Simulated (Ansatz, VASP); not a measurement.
C in VASP and in Ansatz

Contents of POSCAR:

```
C
1.0
    0.0000000000      1.7443373928      1.7443373928
    1.7443373928      0.0000000000      1.7443373928
    1.7443373928      1.7443373928      0.0000000000
C
2
Direct
    0.0000000000      0.0000000000      0.0000000000
    0.2500000000      0.2500000000      0.2500000000
```

Contents of INCAR.step1:

```
ALGO = Normal ; EDIFF = 1E-4
ENCUT = 520 ; GGA = PE
ISMEAR = -1 ; LASPH = T
LCHARG = F ; LREAL = F
LWAVE = T ; NBANDS = 11
NELM = 100 ; PREC = Accurate
SIGMA = 0.03
```

The input INCAR.step2:

```
ALGO = Normal ; EDIFF = 1E-8
ENCUT = 520 ; ISIF = 2
ISMEAR = -1 ; ISTART = 1
LASPH = T ; LCHARG = F
LEFG = T ; LMIXTAU = T
LREAL = F ; LWAVE = F
METAGGA = R2SCAN ; NBANDS = 11
NELM = 100 ; PREC = Accurate
SIGMA = 0.03
```

The input KPOINTS:

```
k-points
0
Gamma
  14 14 14
```

Input for Ansatz:

```yaml
crystal:
  lattice:
    - [0.0, 1.7443373928, 1.7443373928]
    - [1.7443373928, 0.0, 1.7443373928]
    - [1.7443373928, 1.7443373928, 0.0]
  atoms:
    - { symbol: C, position: [0.0, 0.0, 0.0] }
    - { symbol: C, position: [0.25, 0.25, 0.25] }
kpoints:
  mp_grid: { grid: [14, 14, 14] }
scf:
  occupations: { method: fermi_dirac, width: 0.03 }
hamiltonian:
  xc: r2scan
  pseudopotentials: { kind: all_electron, datasets: crystal }
output:
  forces: true
  stress: true
  eigenvalues: true
  efg: { contact_densities: true }
```

Change from the starting cell: volume scaled by 0.9405, crystal datasets.

Alike in both runs: task electric field gradients; functional r2SCAN; k mesh 14 × 14 × 14; occupations fermi-dirac, width 0.03 eV; no spin polarisation.

|  | VASP | Ansatz |
| --- | --- | --- |
| version | VASP 6.6.1 | Ansatz 0.2.0 |
| potentials or method | VASP PAW PBE potentials, release 64 (C), cutoff 520 eV | all-electron PAW with datasets made for the crystal, scalar-relativistic |

VASP gave:

* gap on the k mesh at the Fermi level (eV): 4.48
* pressure (GPa): 32.1

**Question.** Which values does Ansatz return?

**Answer.** gap on the k mesh at the Fermi level (eV): 4.50; pressure (GPa): 30.5.

VASP's potentials were made for PBE, not for r2SCAN. Both programs put the cell under a high pressure, so it lies far from rest at this level. Ansatz ran all-electron here, and VASP with PAW potentials.
